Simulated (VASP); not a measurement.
Here is a VASP 6.6.1 calculation.

The input INCAR:

```
SYSTEM = Re
ALGO     = Normal         ! electronic algorithm
EDIFF    = 1E-7           ! SCF threshold, eV
ENCUT    = 520            ! plane-wave cutoff, eV
GGA      = PS             ! functional
ISIF     = 2              ! what is computed and relaxed
ISMEAR   = -1             ! smearing method
LASPH    = .True.         ! aspherical terms in the spheres
LCHARG   = .False.        ! write CHGCAR
LREAL    = .False.        ! projectors in reciprocal space
LWAVE    = .False.        ! write WAVECAR
NBANDS   = 10             ! bands
NELM     = 60             ! most SCF steps
PREC     = Accurate       ! precision mode
SIGMA    = 0.1            ! smearing width, eV
```

The input KPOINTS:

```
k-points
0
Gamma
  18 18 18
  0 0 0
```

POSCAR

```
Re
1.0
    0.0000000000      1.8551754580      1.8551754580
    1.8551754580      0.0000000000      1.8551754580
    1.8551754580      1.8551754580      0.0000000000
Re
1
Direct
    0.0000000000      0.0000000000      0.0000000000
```

Potentials or basis: VASP PAW PBE potentials, release 64 (Re).

Launch:

```sh
$ cat potpaw_PBE.64/Re/POTCAR > POTCAR
$ mpirun -np 1 vasp_std > vasp.out
```

**Question.** Predict the pressure.

**Answer.** 72.1 GPa.

Caveat: the PAW data sets were made with another functional, which shifts forces and pressure a little.
